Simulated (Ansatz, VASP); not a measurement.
# Two plane-wave programs on Be3CdSe4

INCAR

```
ALGO = Normal ; EDIFF = 1E-7
EDIFFG = -0.08 ; ENCUT = 600
GGA = PE ; GGA_COMPAT = F
IBRION = 2 ; ISIF = 3
ISMEAR = 0 ; LASPH = T
LCHARG = F ; LREAL = F
LWAVE = F ; NELM = 120
NELMIN = 4 ; NSW = 36
PREC = Accurate ; SIGMA = 0.15
```

KPOINTS

```
k-points
0
Gamma
  2 2 2
```

Contents of POSCAR:

```
Be3CdSe4
1.0
    5.4937314400      0.0000000000      0.0000000000
    0.0000000000      5.4937314400      0.0000000000
    0.0000000000      0.0000000000      5.4937314400
Be Cd Se
3 1 4
Direct
    0.0000000000      0.0000000000      0.5000000000
    0.0000000000      0.5000000000      0.0000000000
    0.5000000000      0.0000000000      0.0000000000
    0.5000000000      0.5000000000      0.5000000000
    0.7563347300      0.7563347300      0.2436652700
    0.7563347300      0.2436652700      0.7563347300
    0.2436652700      0.7563347300      0.7563347300
    0.2436652700      0.2436652700      0.2436652700
```

Input for Ansatz:

```yaml
crystal:
  lattice:
    - [5.49373144, 0.0, 0.0]
    - [0.0, 5.49373144, 0.0]
    - [0.0, 0.0, 5.49373144]
  atoms:
    - { symbol: Be, position: [0.0, 0.0, 0.5] }
    - { symbol: Be, position: [0.0, 0.5, 0.0] }
    - { symbol: Be, position: [0.5, 0.0, 0.0] }
    - { symbol: Cd, position: [0.5, 0.5, 0.5] }
    - { symbol: Se, position: [0.75633473, 0.75633473, 0.24366527] }
    - { symbol: Se, position: [0.75633473, 0.24366527, 0.75633473] }
    - { symbol: Se, position: [0.24366527, 0.75633473, 0.75633473] }
    - { symbol: Se, position: [0.24366527, 0.24366527, 0.24366527] }
basis:
  ecutwfc: 420
kpoints:
  mp_grid: { grid: [2, 2, 2] }
hamiltonian:
  xc: pbe
scf:
  occupations: { method: gaussian, width: 0.15 }
  lower_state_search: "off"
output:
  forces: true
  stress: true
  eigenvalues: true
relax:
  adjacent_minimum: "off"
  f_tol: 0.08
  max_steps: 16
  cell: { stress_tol: 0.8 }
```

Change from the starting cell: species swapped into the MgZn3S4 type (P-43m, No. 215).

Alike in both runs: task relaxation of cell and atoms; functional PBE; k mesh 2 × 2 × 2; occupations gaussian, width 0.15 eV; no spin polarisation.

|  | VASP | Ansatz |
| --- | --- | --- |
| version | VASP 6.6.1 | Ansatz 0.2.0 |
| potentials or method | VASP PAW PBE potentials, release 64 (Be, Cd, Se), cutoff 600 eV | scalar-relativistic, plane waves, PAW |
| valence electrons in the cell | 42 | 90 |

|  | VASP | Ansatz | Ansatz less VASP |
| --- | --- | --- | --- |
| gap on the k mesh at the Fermi level, each at its own relaxed structure (eV) | 2.58 | 2.55 | -0.032 |
| relaxed volume (Å³/atom) | 20.20 | 20.36 | +0.156 |
| relaxed cell length with the largest relative difference (Å) | 5.447 | 5.461 | +0.0140 |

VASP's potentials hold 42 valence electrons a cell and Ansatz's 90, so a difference there can come from the potentials and not from the codes.

The k mesh is coarse, so the values compare programs but aren't converged.
